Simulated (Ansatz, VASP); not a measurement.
**Al3InH in VASP and in Ansatz**

```
Al In H
1.0
     4.38214    0.00000    0.00000
     0.00000    4.38214    0.00000
     0.00000    0.00000    4.38214
Al In H
3 1 1
Direct
  0.50000 0.00000 0.00000
  0.00000 0.50000 0.00000
  0.00000 0.00000 0.50000
  0.50000 0.50000 0.50000
  0.00000 0.00000 0.00000
```

Change from the starting cell: species swapped into the MgNi3B type (Pm-3m, No. 221).

Alike in both runs: task single point; functional PBE; k mesh 4 × 4 × 4; occupations gaussian, width 0.1 eV; no spin polarisation.

|  | VASP | Ansatz |
| --- | --- | --- |
| version | VASP 6.6.1 | Ansatz 0.2.0 |
| potentials or method | VASP PAW PBE potentials, release 64 (Al, In_d, H), cutoff 520 eV | scalar-relativistic, plane waves, PAW |
| valence electrons in the cell | 23 | 23 |

|  | VASP | Ansatz | Ansatz less VASP |
| --- | --- | --- | --- |
| gap on the k mesh at the Fermi level (eV) | none | none | - |
| pressure (GPa) | -2.7 | -2.6 | +0.05 |

A gap of «none» marks a metal or a gap that the smearing closes. With one functional, cell and mesh, what is left measures potentials, basis and numerics.
